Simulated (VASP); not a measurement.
# SnTe (R-3m) in VASP: notebook

The runs below take SnTe through single point, with LDA.

All numbers are computed with VASP 6.6.1; they aren't measurements. Logs are shortened: lines on timing, memory, paths and dates and some standing lists are left out, and cuts for length are marked.

**1. The cell of the first run**

Symmetry: R-3m, No. 166, trigonal system. The conventional cell has a = 3.981 Å, b = 3.981 Å, c = 13.749 Å, α = 90.00°, β = 90.00°, γ = 120.00°. Sn (site symmetry -3m) has 6 Te at 3.25 Å and 6 Sn at 3.98 Å within 4.3 Å. Te (site symmetry -3m) has 6 Sn at 3.25 Å and 6 Te at 3.98 Å within 4.3 Å.

**2. Single point, LDA**

INCAR reads:

```
SYSTEM = SnTe
PREC = Accurate
ENCUT = 520
EDIFF = 1E-6
ISMEAR = 0
SIGMA = 0.03
LREAL = .FALSE.
LASPH = .TRUE.
NELM = 80
ALGO = Normal
ISIF = 2
LWAVE = .FALSE.
LCHARG = .FALSE.
NBANDS = 17
```

KPOINTS reads:

```
regular mesh
0
G
  10 10 10
  0 0 0
```

POSCAR reads:

```
SnTe
1.0
    0.7694115246      3.5843317368      3.5843317368
    3.5843317368      0.7694115246      3.5843317368
    3.5843317368      3.5843317368      0.7694115246
Sn Te
1 1
Direct
    0.0000000000      0.0000000000      0.0000000000
    0.5000000000      0.5000000000      0.5000000000
```

Potentials or basis: VASP PAW LDA potentials, release 64 (Sn_d, Te).

Command:

```console
cat potpaw_LDA.64/Sn_d/POTCAR potpaw_LDA.64/Te/POTCAR > POTCAR
mpirun -np 1 vasp_std > vasp.out
```

OUTCAR:

```text
SYSTEM = SnTe
   PREC = Accurate
   ENCUT = 520
   EDIFF = 1E-6
   ISMEAR = 0
   LREAL = .FALSE.
   LASPH = .TRUE.
   NELM = 80
   ISIF = 2

 ion  position               nearest neighbor table
   1  0.000  0.000  0.000-   2 3.25   2 3.25   2 3.25   2 3.25   2 3.25   2 3.25
   2  0.500  0.500  0.500-   1 3.25   1 3.25   1 3.25   1 3.25   1 3.25   1 3.25

  LATTYP: Found a trigonal (rhomboedric) cell.
 ALAT       =     5.1270714929
 COS(alpha) =     0.6985651702

  Lattice vectors:

 A1 = (   0.7694115246,   3.5843317368,   3.5843317368)
 A2 = (   3.5843317368,   0.7694115246,   3.5843317368)
 A3 = (   3.5843317368,   3.5843317368,   0.7694115246)

Analysis of symmetry for initial positions (statically):
=====================================================================
 Subroutine PRICEL returns:
 Original cell was already a primitive cell.

 Routine SETGRP: Setting up the symmetry group for a
 trigonal (rhombohedral) supercell.

 Subroutine GETGRP returns: Found 12 space group operations
 (whereof 12 operations were pure point group operations)
 out of a pool of 12 trial point group operations.

The static configuration has the point symmetry D_3d.

Analysis of symmetry for dynamics (positions and initial velocities):
=====================================================================
 Subroutine PRICEL returns:
 Original cell was already a primitive cell.

 Routine SETGRP: Setting up the symmetry group for a
 trigonal (rhombohedral) supercell.

 Subroutine GETGRP returns: Found 12 space group operations
 (whereof 12 operations were pure point group operations)
 out of a pool of 12 trial point group operations.

The dynamic configuration has the point symmetry D_3d.

 Subroutine INISYM returns: Found 12 space group operations
 (whereof 12 operations are pure point group operations),
 and found     1 'primitive' translations

----------------------------------------------------------------------------------------

                                     Primitive cell

  volume of cell :      62.8995

  direct lattice vectors                    reciprocal lattice vectors
     0.769411525  3.584331737  3.584331737    -0.194841529  0.160408327  0.160408327
     3.584331737  0.769411525  3.584331737     0.160408327 -0.194841529  0.160408327
     3.584331737  3.584331737  0.769411525     0.160408327  0.160408327 -0.194841529

  length of vectors
     5.127071493  5.127071493  5.127071493     0.299039938  0.299039938  0.299039938

  position of ions in fractional coordinates (direct lattice)
     0.000000000  0.000000000  0.000000000
     0.500000000  0.500000000  0.500000000

  ion indices of the primitive-cell ions
   primitive index   ion index
                 1           1
                 2           2

----------------------------------------------------------------------------------------

 KPOINTS: regular mesh

Automatic generation of k-mesh.
 Grid dimensions read from file:
 generate k-points for:   10   10   10

 Generating k-lattice:

  Cartesian coordinates                     Fractional coordinates (reciprocal lattice)
    -0.019484153  0.016040833  0.016040833     0.100000000  0.000000000  0.000000000
     0.016040833 -0.019484153  0.016040833     0.000000000  0.100000000  0.000000000
     0.016040833  0.016040833 -0.019484153     0.000000000  0.000000000  0.100000000

  Length of vectors
     0.029903994  0.029903994  0.029903994

  Shift w.r.t. Gamma in fractional coordinates (k-lattice)
     0.000000000  0.000000000  0.000000000

 Subroutine IBZKPT returns following result:
 ===========================================

 Found    116 irreducible k-points:

 Following reciprocal coordinates:
            Coordinates               Weight
  0.000000  0.000000  0.000000      1.000000
  0.100000  0.000000  0.000000      6.000000
  0.200000  0.000000  0.000000      6.000000
  0.300000  0.000000  0.000000      6.000000
  0.400000  0.000000 -0.000000      6.000000
  0.500000 -0.000000 -0.000000      3.000000
[... 16 lines left out ...]
  0.300000  0.300000  0.000000      6.000000
  0.400000  0.300000  0.000000     12.000000
 [... further k-points ...]
   k-points           NKPTS =    116   k-points in BZ     NKDIM =    116   number of bands    NBANDS=     17
   number of dos      NEDOS =    301   number of ions     NIONS =      2
   total plane-waves  NPLWV =  64000
   dimension x,y,z NGX =    40 NGY =   40 NGZ =   40
   dimension x,y,z NGXF=    80 NGYF=   80 NGZF=   80
   ions per type =               1   1
   NGX,Y,Z   is equivalent  to a cutoff of  12.97, 12.97, 12.97 a.u.
   NGXF,Y,Z  is equivalent  to a cutoff of  25.94, 25.94, 25.94 a.u.
 SYSTEM =  SnTe
   PREC   = accura    normal or accurate (medium, high low for compatibility)
   ISTART =      0    job   : 0-new  1-cont  2-samecut
   ICHARG =      2    charge: 1-file 2-atom 10-const
   ISPIN  =      1    spin polarized calculation?
   LNONCOLLINEAR =      F non collinear calculations
   LSORBIT =      F    spin-orbit coupling
   LASPH  =      T    aspherical Exc in radial PAW
   ENCUT  =  520.0 eV  38.22 Ry    6.18 a.u.   9.53  9.53  9.53*2*pi/ulx,y,z
   NELM   =     80;   NELMIN=  2; NELMDL= -5     # of ELM steps
   EDIFF  = 0.1E-05   stopping-criterion for ELM
   LREAL  =      F    real-space projection
   EDIFFG = 0.1E-04   stopping-criterion for IOM
   NSW    =      0    number of steps for IOM
   IBRION =     -1    ionic relax: 0-MD 1-quasi-New 2-CG
   NFREE  =      0    steps in history (QN), initial steepest desc. (CG)
   ISIF   =      2    stress and relaxation
   ISYM   =      2    0-nonsym 1-usesym 2-fastsym
   POTIM  = 0.5000    time-step for ionic-motion
   TEBEG  =    0.0;   TEEND  =   0.0 temperature during run
   PSTRESS=    0.0 pullay stress
   NELECT =      20.0000    total number of electrons
   NUPDOWN=      -1.0000    fix difference up-down
   EMIN   =  10.00;   EMAX   =-10.00  energy-range for DOS
   EFERMI =   0.00;   METHOD = LEGACY
   ISMEAR =     0;   SIGMA  =   0.03  broadening in eV -4-tet -1-fermi 0-gaus
   EFERMI_NEDOS =   21; number of points for ismear=-14 and -15
   IALGO  =     38    algorithm
   IMIX   =      4    mixing-type and parameters
     AMIX     =   0.40;   BMIX     =  1.00
     AMIX_MAG =   1.60;   BMIX_MAG =  1.00
  volume/ion in A,a.u.               =      31.45       212.23
  Fermi-wavevector in a.u.,A,eV,Ry     =   1.117384  2.111549 16.987507  1.248547
  Thomas-Fermi vector in A             =   2.254006
   LORBIT       =      0    0 simple, 1 ext, 2 COOP (PROOUT), +10 PAW based schemes
   GGA     = CA    functional components
   LHFCALC =     F    Hartree Fock is set to
   AEXX    =    0.0000 exact exchange contribution
   IVDW    =     0    specifies the selected vdW correction
   LEPSILON=     F    determine dielectric tensor
   LRPA    =     F    only Hartree local field effects (RPA)
 non-spin polarized calculation
 Gauss-broadening in eV      SIGMA  =   0.03
  energy-cutoff  :      520.00
  volume of cell :       62.90
 maximum number of plane-waves:      1713
 NGX is ok and might be reduce to    40
   NGX = 19   NGY = 19   NGZ = 19

 number of electron      20.0000002 magnetization

 Free energy of the ion-electron system (eV)
  ---------------------------------------------------
  ext. energy  EPLUGINS =         0.00000000
  ---------------------------------------------------
  free energy    TOTEN  =        -8.36293111 eV

  energy without entropy =       -8.36231836  energy(sigma->0) =       -8.36262473

 E-fermi :   6.0911     XC(G=0):  -9.7840

 val. band max:        6.0773692819   @ k =  -0.4000   0.2000  -0.0000
 cond. band min:       6.0970621981   @ k =  -0.4000   0.4000   0.4000
 fundamental gap:      0.0196929162
 Fermi energy:         6.0911022139

 k-point     1 :       0.0000    0.0000    0.0000
  band No.  band energies     occupation
      1     -15.2639      2.00000
      2     -15.2639      2.00000
      3     -15.2541      2.00000
      4     -15.2418      2.00000
      5     -15.2418      2.00000
      6      -6.0024      2.00000
[... 9 lines left out ...]
     16      13.1706      0.00000
     17      14.3084      0.00000

 k-point     2 :       0.1000    0.0000    0.0000
  band No.  band energies     occupation
      1     -15.2644      2.00000
      2     -15.2614      2.00000
      3     -15.2525      2.00000
      4     -15.2431      2.00000
      5     -15.2422      2.00000
      6      -5.9016      2.00000
[... 9 lines left out ...]
     16      13.4949      0.00000
     17      14.9157      0.00000

 k-point     3 :       0.2000    0.0000    0.0000
  band No.  band energies     occupation
      1     -15.2661      2.00000
      2     -15.2551      2.00000
      3     -15.2479      2.00000
      4     -15.2463      2.00000
      5     -15.2428      2.00000
      6      -5.6104      2.00000
[... 9 lines left out ...]
     16      14.3834      0.00000
     17      16.2988      0.00000

 k-point     4 :       0.3000    0.0000    0.0000
  band No.  band energies     occupation
      1     -15.2688      2.00000
      2     -15.2505      2.00000
      3     -15.2494      2.00000
      4     -15.2415      2.00000
      5     -15.2414      2.00000
      6      -5.1732      2.00000
[... 9 lines left out ...]
     16      15.3694      0.00000
     17      15.7117      0.00000
[... 343 lines left out ...]
      1     -15.2641      2.00000
      2     -15.2524      2.00000
      3     -15.2508      2.00000
      4     -15.2452      2.00000
      5     -15.2362      2.00000
      6      -4.9902      2.00000
[... 9 lines left out ...]
     16      15.5992      0.00000
     17      17.3446      0.00000

 k-point    23 :       0.3000    0.3000    0.0000
  band No.  band energies     occupation
      1     -15.2696      2.00000
      2     -15.2530      2.00000
      3     -15.2483      2.00000
      4     -15.2408      2.00000
      5     -15.2401      2.00000
      6      -5.0580      2.00000
[... 9 lines left out ...]
     16      15.4600      0.00000
     17      16.0443      0.00000

 k-point    24 :       0.4000    0.3000    0.0000
  band No.  band energies     occupation
      1     -15.2692      2.00000
      2     -15.2544      2.00000
      3     -15.2482      2.00000
      4     -15.2411      2.00000
      5     -15.2353      2.00000
      6      -4.7514      2.00000
[... 9 lines left out ...]
     16      15.6465      0.00000
     17      16.6703      0.00000

 [... further k-points ...]

------------------------ aborting loop because EDIFF is reached ----------------------------------------

  FORCE on cell =-STRESS in cart. coord.  units (eV):
  Direction    XX          YY          ZZ          XY          YZ          ZX
  --------------------------------------------------------------------------------------
  -------------------------------------------------------------------------------------
  Total       -1.6391015     -1.6391015     -1.6391015     -1.0910065     -1.0910065     -1.0910065
  in kB      -41.7512082    -41.7512082    -41.7512082    -27.7901272    -27.7901272    -27.7901272
  external PRESSURE =     -41.7512082 kB  Pullay stress =       0.0000000 kB

 VOLUME and BASIS-vectors are now :
 -----------------------------------------------------------------------------
  energy-cutoff  :      520.00
  volume of cell :       62.90
      direct lattice vectors                 reciprocal lattice vectors
     0.769411525  3.584331737  3.584331737    -0.194841529  0.160408327  0.160408327
     3.584331737  0.769411525  3.584331737     0.160408327 -0.194841529  0.160408327
     3.584331737  3.584331737  0.769411525     0.160408327  0.160408327 -0.194841529

 POSITION                                       TOTAL-FORCE (eV/Angst)
 -----------------------------------------------------------------------------------
      0.00000      0.00000      0.00000        -0.000000     -0.000000      0.000000
      3.96904      3.96904      3.96904         0.000000      0.000000     -0.000000
 -----------------------------------------------------------------------------------
    total drift:                                0.000000     -0.000000     -0.000000

  FREE ENERGIE OF THE ION-ELECTRON SYSTEM (eV)
  ---------------------------------------------------
  free  energy   TOTEN  =        -8.3629311120 eV

  energy  without entropy=       -8.3623183555  energy(sigma->0) =       -8.36262473
```

It took 3.6 min on 1 thread of Intel Xeon 8259CL, shared host; peak memory 0.28 GiB.

Results:

```yaml
Free_energy: -8.3629 eV
Pressure: -4.2 GPa
Band_gap_on_the_k_mesh: zero (bands 10 and 11 overlap by 2.39 eV)
```

Stress tensor (GPa, compression positive):
```
-4.18 -2.78 -2.78
-2.78 -4.18 -2.78
-2.78 -2.78 -4.18
```

Levels at points of the mesh, in eV from the Fermi level:
```
           k point  band 6  band 7  band 8  band 9  band 10  band 11  band 12  band 13  band 14  band 15
(0.00, 0.00, 0.00)  -12.09   -5.47   -3.55    0.02     0.02     4.11     4.11     4.88     4.98     7.08
(0.50, 0.00, 0.00)  -10.57   -7.26   -2.22   -1.16    -0.58    -0.17     0.88     1.54     5.86     6.31
(0.50, 0.50, 0.00)  -10.45   -6.00   -4.77   -3.80    -1.63     3.38     3.79     4.38     5.35     8.18
(0.50, 0.50, 0.50)  -11.37   -8.56    0.28    0.28     1.65     2.13     2.80     2.80     6.83     7.20
```

Caveat: the cell stands under tension; spin-orbit coupling is left out, which moves the levels of the heavy elements.

(Continued in part 2 of 3.)

The gap in the log of VASP goes by the Fermi energy; the results here count the filled bands.